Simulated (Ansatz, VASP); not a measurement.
# Si3N4: VASP beside Ansatz

```
Si N
1.0
     0.00000    3.86499    3.86499
     3.86499    0.00000    3.86499
     3.86499    3.86499    0.00000
Si N
6 8
Direct
  0.62500 0.62500 0.12500
  0.62500 0.12500 0.62500
  0.12500 0.62500 0.62500
  0.62500 0.62500 0.62500
  0.25000 0.25000 0.25000
  0.00000 0.00000 0.00000
  0.86757 0.86757 0.86757
  0.85272 0.38243 0.38243
  0.38243 0.38243 0.85272
  0.38243 0.85272 0.38243
  0.86757 0.86757 0.39728
  0.86757 0.39728 0.86757
  0.38243 0.38243 0.38243
  0.39728 0.86757 0.86757
```

Alike in both runs: functional r2SCAN; k mesh 6 × 6 × 6; occupations gaussian, width 0.02 eV; no spin polarisation.

Ansatz relaxed the structure, and its values are those at the end. VASP's run is a single point on that final structure, the one shown.

|  | VASP | Ansatz |
| --- | --- | --- |
| version | VASP 6.6.1 | Ansatz 0.2.0 |
| potentials or method | VASP PAW PBE potentials, release 64 (Si, N), cutoff 520 eV | scalar-relativistic, plane waves, PAW |
| valence electrons in the cell | 64 | 64 |

|  | VASP | Ansatz | Ansatz less VASP |
| --- | --- | --- | --- |
| gap on the k mesh at the Fermi level (eV) | 4.03 | 4.03 | 0.000 |
| least direct gap on the mesh (eV) | 4.05 | 4.05 | +0.002 |
| pressure (GPa) | 0.2 | 0.0 | -0.16 |
| rms of the force components (eV/Å) | 0.009 | 0.000 | -0.0092 |

VASP's potentials were made for PBE, not for r2SCAN.
